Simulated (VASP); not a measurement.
Input of a VASP 6.6.1 run:

Contents of INCAR:

```
ALGO = Normal ; EDIFF = 1E-6
ENCUT = 520 ; GGA = PE
ISIF = 2 ; ISMEAR = 0
LASPH = True ; LCHARG = False
LREAL = False ; LWAVE = False
NBANDS = 26 ; NELM = 80
PREC = Accurate ; SIGMA = 0.05
```

Contents of KPOINTS:

```
k-points
0
Gamma
  6 6 6
```

File POSCAR:

```
Si
1.0
    5.4309400000      0.0000000000      0.0000000000
    0.0000000000     -5.4309400000      0.0000000000
    0.0000000000      0.0000000000     -5.4309400000
Si
8
Direct
    0.5000000000      0.0000000000     -0.0414292922
    0.0000000000      0.5000000000      0.0000000000
    0.0000000000      0.0000000000      0.5000000000
    0.5000000000      0.5000000000      0.5000000000
    0.7500000000      0.7500000000      0.7500000000
    0.2500000000      0.2500000000      0.7500000000
    0.2500000000      0.7500000000      0.2500000000
    0.7500000000      0.2500000000      0.2500000000
```

Potentials or basis: VASP PAW PBE potentials, release 64 (Si).

Command:

```sh
$ cat potpaw_PBE.64/Si/POTCAR > POTCAR
$ mpirun -np 1 vasp_std > vasp.out
```

Question: Predict the pressure.

Answer: 2.4 GPa.

Question: Estimate the band gap on the k mesh.

Answer: 0.24 eV.

Stress tensor (GPa, compression positive):
```
2.75 2.32 0.00
2.32 2.75 0.00
0.00 0.00 1.78
```

Caveat: the cell differs from its parent crystal (atom 1 (Si) moved +0.225 Å along Cartesian [0 0 1]); forces of over 1 eV/Å act on the atoms, so gaps and moduli don't describe the material at rest. A k mesh can miss the band edges.
